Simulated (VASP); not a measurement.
A run of VASP 6.6.1:

File INCAR:

```
SYSTEM = Au
  ALGO = Normal
  DIPOL = 0.5 0.5 0.500
  EDIFF = 1E-6
  EFIELD = -0.1
  ENCUT = 520
  IDIPOL = 3
  ISIF = 2
  ISMEAR = -1
  LASPH = .True.
  LCHARG = .False.
  LDIPOL = .True.
  LREAL = .False.
  LWAVE = .False.
  NBANDS = 36
  NELM = 80
  PREC = Accurate
  SIGMA = 0.05
```

File KPOINTS:

```
k-points
0
Gamma
  11 11 1
  0 0 0
```

POSCAR

```
Au
1.0
    2.8626073067      0.0000000000      0.0000000000
    0.0000000000      2.8626073067      0.0000000000
    0.0000000000      0.0000000000     24.0967000000
Au
5
Direct
    0.0000000000      0.0000000000      0.3336327070
    0.5000000000      0.5000000000      0.4161763430
    0.0000000000      0.0000000000      0.5000000004
    0.5000000000      0.5000000000      0.5838236569
    0.0000000000      0.0000000000      0.6663672928
```

Potentials or basis: VASP PAW LDA potentials, release 64 (Au).

Command:

```sh
$ cat potpaw_LDA.64/Au/POTCAR > POTCAR
$ mpirun -np 1 vasp_std > vasp.out
```

Hardware: 1 thread of Intel Xeon 8259CL, with other jobs on the host.

Q: Estimate the wall time of this run.

A: Run time: 8.8 min on 1 thread of Intel Xeon 8259CL (shared host), peak memory 0.31 GiB. Counts: scf iterations 35, k points 21.
